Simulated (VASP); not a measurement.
Wanted: the native input for a VASP 6.6.1 run.

```yaml
Task: relaxation of cell and atoms
Functional: PBEsol
Potentials_or_basis: VASP PAW PBE potentials, release 64 (Li_sv, F)
Cutoff: 600 eV
k_mesh: 10 × 10 × 10
Occupations: fermi-dirac, width 0.02 eV
Spin: no spin polarisation
Dipole_correction: no
Further_INCAR_settings: ALGO = Normal; EDIFF = 1e-06; IBRION = 2; EDIFFG = -0.005; NSW = 80; ISIF = 3
```

The structure of LiF lies in POSCAR:

```
LiF
1.0
    0.0000000000      2.0340907776      2.0340907776
    2.0340907776      0.0000000000      2.0340907776
    2.0340907776      2.0340907776      0.0000000000
Li F
1 1
Direct
    0.0000000000      0.0000000000      0.0000000000
    0.5000000000      0.5000000000      0.5000000000
```

These files were run (other wordings do the same):

INCAR

```
ALGO     = Normal         # electronic algorithm
EDIFF    = 1E-6           # SCF threshold, eV
EDIFFG   = -0.005         # ionic threshold
ENCUT    = 600            # plane-wave cutoff, eV
GGA      = PS             # functional
IBRION   = 2              # ionic algorithm
ISIF     = 3              # what is computed and relaxed
ISMEAR   = -1             # smearing method
LASPH    = True           # aspherical terms in the spheres
LCHARG   = False          # write CHGCAR
LREAL    = False          # projectors in reciprocal space
LWAVE    = False          # write WAVECAR
NELM     = 80             # most SCF steps
NSW      = 80             # ionic steps
PREC     = Accurate       # precision mode
SIGMA    = 0.02           # smearing width, eV
```

KPOINTS

```
k-points
0
Gamma
  10 10 10
```

Potentials or basis: VASP PAW PBE potentials, release 64 (Li_sv, F).

Command:

```console
$ cat potpaw_PBE.64/Li_sv/POTCAR potpaw_PBE.64/F/POTCAR > POTCAR
$ mpirun -np 1 vasp_std > vasp.out
```

It gave:

```
Relaxed volume                         : 7.98 Å³/atom
Relaxed cell                           : a = 2.826 Å, b = 2.826 Å, c = 2.826 Å, α = 60.00°, β = 60.00°, γ = 60.00°
Space group after relaxing (to 0.05 Å) : Fm-3m (No. 225)
Energy gained by relaxing              : 5.0 meV/atom
Ionic steps                            : 4
Pressure after relaxing                : 0.0 GPa
Band gap on the k mesh                 : 9.13 eV, direct
```

Caveat: the cutoff is under 1.25 times the usual one of these potentials, so pressure, stress and relaxed cells hold a basis-set (Pulay) error; the PAW data sets were made with another functional, which shifts forces and pressure a little.

Run time: 14 s on 1 thread of Intel(R) Xeon(R) Platinum 8375C CPU @ 2.90GHz (Ice Lake), on a shared host, peak memory 0.13 GiB.
